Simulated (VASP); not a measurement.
# Si2Mo (Cm) in VASP: single point with PBE

Aim: the single point of Si2Mo with PBE.

All numbers are computed with VASP 6.6.1; they aren't measurements. Logs are shortened: lines on timing, memory, paths and dates and some standing lists are left out, and cuts for length are marked.

## (1) The cell of the first run

Symmetry: Cm, No. 8, monoclinic system. Conventional cell: a = 4.549 Å, b = 4.549 Å, c = 4.546 Å, α = 90.00°, β = 120.02°, γ = 90.00°. Within 3.0 Å of Si (site symmetry m) lie 5 Mo at 2.21 to 2.95 Å and 5 Si at 2.60 to 2.64 Å. Within 3.3 Å of Si (site symmetry m) lie 5 Mo at 2.36 to 3.03 Å and 9 Si at 2.60 to 3.22 Å. Within 3.3 Å of Mo (site symmetry m) lie 10 Si at 2.21 to 3.03 Å and 4 Mo at 3.22 Å.

## (2) Single point, PBE (atom 3 (Mo) moved by (-0.300, -0.300) A along [1 1 0] and z)

File INCAR:

```
ALGO = Fast
EDIFF = 1E-6
ENCUT = 520
GGA = PE
ISIF = 2
ISMEAR = 0
LASPH = T
LCHARG = F
LREAL = F
LWAVE = F
NBANDS = 18
NELM = 100
PREC = Accurate
SIGMA = 0.15
```

File KPOINTS:

```
k-points
0
Gamma
  20 20 20
```

File POSCAR:

```
Si2Mo
1.0
   -1.6084236970      1.6084236970      3.9365099589
    1.6084236970     -1.6084236970      3.9365099589
    1.6084236970      1.6084236970     -3.9365099589
Si Mo
2 1
Direct
    0.3350991346      0.3350991346      0.0000000000
    0.6649008654      0.6649008654      0.0000000000
   -0.1040488968     -0.1040488968     -0.1318881553
```

Potentials or basis: VASP PAW PBE potentials, release 64 (Si, Mo_sv).

Run with:

```console
$ cat potpaw_PBE.64/Si/POTCAR potpaw_PBE.64/Mo_sv/POTCAR > POTCAR
$ mpirun -np 1 vasp_std > vasp.out
```

OUTCAR:

```text
EDIFF = 1E-6
   ENCUT = 520
   GGA = PE
   ISIF = 2
   ISMEAR = 0
   LASPH = T
   LREAL = F
   NELM = 100
   PREC = Accurate

 ion  position               nearest neighbor table
   1  0.335  0.335  0.000-   3 2.21   3 2.50   3 2.50   2 2.60   2 2.64   2 2.64   2 2.64   2 2.64
                             3 2.76   3 2.95
   2  0.665  0.665  0.000-   3 2.36   3 2.54   1 2.60   1 2.64   1 2.64   1 2.64   1 2.64   3 2.80
                             3 2.80   3 3.03
   3  0.896  0.896  0.868-   1 2.21   2 2.36   1 2.50   1 2.50   2 2.54   1 2.76   2 2.80   2 2.80
                             1 2.95   2 3.03

  LATTYP: Found a body centered tetragonal cell.
 ALAT       =     3.2168473940
 C/A-ratio  =     2.4474334507

  Lattice vectors:

 A1 = (  -1.6084236970,   1.6084236970,   3.9365099589)
 A2 = (   1.6084236970,  -1.6084236970,   3.9365099589)
 A3 = (   1.6084236970,   1.6084236970,  -3.9365099589)

Analysis of symmetry for initial positions (statically):
=====================================================================
 Subroutine PRICEL returns:
 Original cell was already a primitive cell.

 Routine SETGRP: Setting up the symmetry group for a
 body centered tetragonal supercell.

 Subroutine GETGRP returns: Found  2 space group operations
 (whereof  2 operations were pure point group operations)
 out of a pool of 16 trial point group operations.

The static configuration has the point symmetry C_1h.

Analysis of symmetry for dynamics (positions and initial velocities):
=====================================================================
 Subroutine PRICEL returns:
 Original cell was already a primitive cell.

 Routine SETGRP: Setting up the symmetry group for a
 body centered tetragonal supercell.

 Subroutine GETGRP returns: Found  2 space group operations
 (whereof  2 operations were pure point group operations)
 out of a pool of 16 trial point group operations.

The dynamic configuration has the point symmetry C_1h.

 Subroutine INISYM returns: Found  2 space group operations
 (whereof  2 operations are pure point group operations),
 and found     1 'primitive' translations

----------------------------------------------------------------------------------------

                                     Primitive cell

  volume of cell :      40.7354

  direct lattice vectors                    reciprocal lattice vectors
    -1.608423697  1.608423697  3.936509959     0.000000000  0.310863363  0.127016064
     1.608423697 -1.608423697  3.936509959     0.310863363  0.000000000  0.127016064
     1.608423697  1.608423697 -3.936509959     0.310863363  0.310863363  0.000000000

  length of vectors
     4.546445231  4.546445231  4.546445231     0.335811124  0.335811124  0.439627184

  position of ions in fractional coordinates (direct lattice)
     0.335099135  0.335099135  0.000000000
     0.664900865  0.664900865  0.000000000
     0.895951103  0.895951103  0.868111845

  ion indices of the primitive-cell ions
   primitive index   ion index
                 1           1
                 2           2
                 3           3

----------------------------------------------------------------------------------------

 KPOINTS: k-points

Automatic generation of k-mesh.
 Grid dimensions read from file:
 generate k-points for:   20   20   20

 Generating k-lattice:

  Cartesian coordinates                     Fractional coordinates (reciprocal lattice)
     0.000000000  0.015543168  0.006350803     0.050000000  0.000000000 -0.000000000
     0.015543168  0.000000000  0.006350803     0.000000000  0.050000000 -0.000000000
     0.015543168  0.015543168  0.000000000     0.000000000  0.000000000  0.050000000

  Length of vectors
     0.016790556  0.016790556  0.021981359

  Shift w.r.t. Gamma in fractional coordinates (k-lattice)
     0.000000000  0.000000000  0.000000000

 Subroutine IBZKPT returns following result:
 ===========================================

 Found   2112 irreducible k-points:

 Following reciprocal coordinates:
            Coordinates               Weight
  0.000000  0.000000  0.000000      1.000000
  0.050000 -0.000000  0.000000      4.000000
 -0.000000  0.050000 -0.050000      4.000000
  0.100000 -0.000000  0.000000      4.000000
 -0.000000  0.100000 -0.100000      4.000000
  0.150000 -0.000000  0.000000      4.000000
[... 16 lines left out ...]
 -0.000000  0.100000 -0.050000      4.000000
  0.050000  0.050000 -0.100000      2.000000
 [... further k-points ...]
   k-points           NKPTS =   2112   k-points in BZ     NKDIM =   2112   number of bands    NBANDS=     18
   number of dos      NEDOS =    301   number of ions     NIONS =      3
   total plane-waves  NPLWV =  46656
   dimension x,y,z NGX =    36 NGY =   36 NGZ =   36
   dimension x,y,z NGXF=    72 NGYF=   72 NGZF=   72
   ions per type =               2   1
   NGX,Y,Z   is equivalent  to a cutoff of  13.16, 13.16, 13.16 a.u.
   NGXF,Y,Z  is equivalent  to a cutoff of  26.33, 26.33, 26.33 a.u.
 SYSTEM =  unknown system
   PREC   = accura    normal or accurate (medium, high low for compatibility)
   ISTART =      0    job   : 0-new  1-cont  2-samecut
   ICHARG =      2    charge: 1-file 2-atom 10-const
   ISPIN  =      1    spin polarized calculation?
   LNONCOLLINEAR =      F non collinear calculations
   LSORBIT =      F    spin-orbit coupling
   LASPH  =      T    aspherical Exc in radial PAW
   ENCUT  =  520.0 eV  38.22 Ry    6.18 a.u.   8.45  8.45  8.45*2*pi/ulx,y,z
   NELM   =    100;   NELMIN=  2; NELMDL= -5     # of ELM steps
   EDIFF  = 0.1E-05   stopping-criterion for ELM
   LREAL  =      F    real-space projection
[... 7 lines left out ...]
   TEBEG  =    0.0;   TEEND  =   0.0 temperature during run
   PSTRESS=    0.0 pullay stress
   NELECT =      22.0000    total number of electrons
   NUPDOWN=      -1.0000    fix difference up-down
   EMIN   =  10.00;   EMAX   =-10.00  energy-range for DOS
   EFERMI =   0.00;   METHOD = LEGACY
   ISMEAR =     0;   SIGMA  =   0.15  broadening in eV -4-tet -1-fermi 0-gaus
   EFERMI_NEDOS =   21; number of points for ismear=-14 and -15
   IALGO  =     68    algorithm
   IMIX   =      4    mixing-type and parameters
     AMIX     =   0.40;   BMIX     =  1.00
     AMIX_MAG =   1.60;   BMIX_MAG =  1.00
  volume/ion in A,a.u.               =      13.58        91.63
  Fermi-wavevector in a.u.,A,eV,Ry     =   1.333189  2.519361 24.182889  1.777392
  Thomas-Fermi vector in A             =   2.462066
   LORBIT       =      0    0 simple, 1 ext, 2 COOP (PROOUT), +10 PAW based schemes
   GGA     = PE    functional components
   LHFCALC =     F    Hartree Fock is set to
   AEXX    =    0.0000 exact exchange contribution
   IVDW    =     0    specifies the selected vdW correction
   LEPSILON=     F    determine dielectric tensor
   LRPA    =     F    only Hartree local field effects (RPA)
 non-spin polarized calculation
 RMM-DIIS sequential band-by-band and
 Gauss-broadening in eV      SIGMA  =   0.15
  energy-cutoff  :      520.00
  volume of cell :       40.74
 maximum number of plane-waves:      1134
 NGX is ok and might be reduce to    36
   NGX = 17   NGY = 17   NGZ = 17

 number of electron      22.0000001 magnetization

 Free energy of the ion-electron system (eV)
  ---------------------------------------------------
  ext. energy  EPLUGINS =         0.00000000
  ---------------------------------------------------
  free energy    TOTEN  =       -22.12660702 eV

  energy without entropy =      -22.12457341  energy(sigma->0) =      -22.12559022

 E-fermi :  12.0311     XC(G=0): -12.3172

 val. band max:       12.0293862714   @ k =  -0.2000  -0.2000   0.2000
 cond. band min:      12.0361889048   @ k =  -0.2500  -0.2500   0.2500
 fundamental gap:      0.0068026334
 Fermi energy:        12.0310954769

 k-point     1 :       0.0000    0.0000    0.0000
  band No.  band energies     occupation
      1     -48.5655      2.00000
      2     -22.8085      2.00000
      3     -22.7065      2.00000
      4     -22.6431      2.00000
      5      -1.2184      2.00000
      6       5.6439      2.00000
[... 10 lines left out ...]
     17      17.7652      0.00000
     18      17.9202      0.00000

 k-point     2 :       0.0500   -0.0000    0.0000
  band No.  band energies     occupation
      1     -48.5650      2.00000
      2     -22.8087      2.00000
      3     -22.7090      2.00000
      4     -22.6458      2.00000
      5      -1.1735      2.00000
      6       5.6456      2.00000
[... 10 lines left out ...]
     17      17.8616      0.00000
     18      18.1128      0.00000

 k-point     3 :      -0.0000    0.0500   -0.0500
  band No.  band energies     occupation
      1     -48.5650      2.00000
      2     -22.8085      2.00000
      3     -22.7091      2.00000
      4     -22.6458      2.00000
      5      -1.1732      2.00000
      6       5.6502      2.00000
[... 10 lines left out ...]
     17      17.8540      0.00000
     18      18.0987      0.00000

 k-point     4 :       0.1000   -0.0000    0.0000
  band No.  band energies     occupation
      1     -48.5638      2.00000
      2     -22.8095      2.00000
      3     -22.7175      2.00000
      4     -22.6517      2.00000
      5      -1.0397      2.00000
      6       5.6435      2.00000
[... 10 lines left out ...]
     17      17.9929      0.00000
     18      18.6956      0.00000

 k-point     5 :      -0.0000    0.1000   -0.1000
  band No.  band energies     occupation
      1     -48.5637      2.00000
      2     -22.8089      2.00000
      3     -22.7182      2.00000
      4     -22.6517      2.00000
      5      -1.0386      2.00000
      6       5.6622      2.00000
[... 10 lines left out ...]
     17      18.0210      0.00000
     18      18.6488      0.00000

 k-point     6 :       0.1500   -0.0000    0.0000
  band No.  band energies     occupation
      1     -48.5618      2.00000
      2     -22.8125      2.00000
      3     -22.7332      2.00000
      4     -22.6566      2.00000
      5      -0.8198      2.00000
      6       5.6128      2.00000
[... 10 lines left out ...]
     17      18.2570      0.00000
     18      19.4676      0.00000

 k-point     7 :      -0.0000    0.1500   -0.1500
  band No.  band energies     occupation
      1     -48.5618      2.00000
      2     -22.8109      2.00000
      3     -22.7352      2.00000
      4     -22.6564      2.00000
      5      -0.8171      2.00000
      6       5.6550      2.00000
[... 10 lines left out ...]
     17      18.3384      0.00000
     18      19.3903      0.00000

 k-point     8 :       0.2000   -0.0000    0.0000
  band No.  band energies     occupation
      1     -48.5593      2.00000
      2     -22.8216      2.00000
      3     -22.7520      2.00000
      4     -22.6583      2.00000
      5      -0.5181      2.00000
      6       5.5037      2.00000
[... 10 lines left out ...]
     17      18.6560      0.00000
     18      20.3446      0.00000
[... 229 lines left out ...]
     17      19.1330      0.00000
     18      19.5815      0.00000

 k-point    20 :       0.5000    0.0000    0.0000
  band No.  band energies     occupation
      1     -48.5475      2.00000
      2     -22.9480      2.00000
      3     -22.7702      2.00000
      4     -22.6497      2.00000
      5       2.4120      2.00000
      6       2.7410      2.00000
[... 10 lines left out ...]
     17      18.7944      0.00000
     18      19.3032      0.00000

 k-point    21 :       0.0000    0.5000    0.5000
  band No.  band energies     occupation
      1     -48.5475      2.00000
      2     -22.9448      2.00000
      3     -22.7750      2.00000
      4     -22.6493      2.00000
      5       2.5165      2.00000
      6       2.7278      2.00000
[... 10 lines left out ...]
     17      19.0367      0.00000
     18      19.3718      0.00000

 k-point    22 :       0.0500    0.0500    0.0000
  band No.  band energies     occupation
      1     -48.5646      2.00000
      2     -22.8092      2.00000
      3     -22.7113      2.00000
      4     -22.6484      2.00000
      5      -1.1157      2.00000
      6       5.5862      2.00000
[... 10 lines left out ...]
     17      18.1354      0.00000
     18      18.1914      0.00000

 k-point    23 :      -0.0000    0.1000   -0.0500
  band No.  band energies     occupation
      1     -48.5646      2.00000
      2     -22.8089      2.00000
      3     -22.7109      2.00000
      4     -22.6492      2.00000
      5      -1.1158      2.00000
      6       5.5926      2.00000
[... 10 lines left out ...]
     17      18.0185      0.00000
     18      18.2646      0.00000

 k-point    24 :       0.0500    0.0500   -0.1000
  band No.  band energies     occupation
      1     -48.5646      2.00000
      2     -22.8087      2.00000
      3     -22.7119      2.00000
      4     -22.6484      2.00000
      5      -1.1146      2.00000
      6       5.6031      2.00000
[... 10 lines left out ...]
     17      18.1046      0.00000
     18      18.1550      0.00000

 [... further k-points ...]

------------------------ aborting loop because EDIFF is reached ----------------------------------------

  FORCE on cell =-STRESS in cart. coord.  units (eV):
  Direction    XX          YY          ZZ          XY          YZ          ZX
  --------------------------------------------------------------------------------------
  -------------------------------------------------------------------------------------
  Total        3.3030667      3.3030667      4.5877486      2.3506577      1.9391977      1.9391974
  in kB      129.9139114    129.9139114    180.4421200     92.4544254     76.2711668     76.2711560
  external PRESSURE =     146.7566476 kB  Pullay stress =       0.0000000 kB

 VOLUME and BASIS-vectors are now :
 -----------------------------------------------------------------------------
  energy-cutoff  :      520.00
  volume of cell :       40.74
      direct lattice vectors                 reciprocal lattice vectors
    -1.608423697  1.608423697  3.936509959     0.000000000  0.310863363  0.127016064
     1.608423697 -1.608423697  3.936509959     0.310863363  0.000000000  0.127016064
     1.608423697  1.608423697 -3.936509959     0.310863363  0.310863363  0.000000000

 POSITION                                       TOTAL-FORCE (eV/Angst)
 -----------------------------------------------------------------------------------
      0.00000      0.00000      2.63824        -2.594846     -2.594846     -2.506334
      0.00000      0.00000      5.23478        -0.261734     -0.261734     -2.108860
      1.39629      1.39629      3.63651         2.856580      2.856580      4.615194
 -----------------------------------------------------------------------------------
    total drift:                                0.000045      0.000045      0.000030

  FREE ENERGIE OF THE ION-ELECTRON SYSTEM (eV)
  ---------------------------------------------------
  free  energy   TOTEN  =       -22.1266070183 eV

  energy  without entropy=      -22.1245734126  energy(sigma->0) =      -22.12559022
```

It took 29 min on 1 thread of Oxide Virtual Turin-like, shared host; peak memory 1.4 GiB.

What came out:

| Property | Result |
| --- | --- |
| Free energy | -22.1266 eV |
| Pressure | 14.7 GPa |
| Largest force | 6.134 eV/Å |
| Band gap on the k mesh | zero (bands 11 and 12 overlap by 0.08 eV) |

Forces on the atoms (eV/Å):
```
Si  -2.595 -2.595 -2.506
Si  -0.262 -0.262 -2.109
Mo   2.857  2.857  4.615
```

Levels at points of the mesh, in eV from the Fermi level:
```
           k point  band 7  band 8  band 9  band 10  band 11  band 12  band 13  band 14  band 15  band 16
(0.00, 0.00, 0.00)   -3.60   -3.43   -2.58    -2.43    -0.02     2.56     2.69     3.90     4.00     4.56
(0.50, 0.00, 0.00)   -4.90   -4.57   -2.67    -2.25    -0.94     2.05     3.51     3.87     4.53     4.89
(0.00, 0.50, 0.50)   -5.43   -3.89   -2.89    -2.52    -0.65     2.15     3.09     3.58     4.39     5.07
(0.50, 0.50, 0.00)   -5.67   -5.31   -4.07    -2.72    -1.04     2.22     2.30     2.77     3.82     4.44
(0.00, 0.00, 0.50)   -5.68   -5.46   -4.20    -2.79    -1.17     2.10     2.22     3.01     3.45     4.77
(0.50, 0.50, 0.50)   -3.92   -2.55   -1.50    -0.93     0.03     0.54     0.73     4.17     5.72     5.86
```

Caveat: the cell differs from its parent crystal (atom 3 (Mo) moved by (-0.300, -0.300) A along [1 1 0] and z); the cell stands under pressure; forces of over 1 eV/Å act on the atoms, so gaps and moduli don't describe the material at rest.
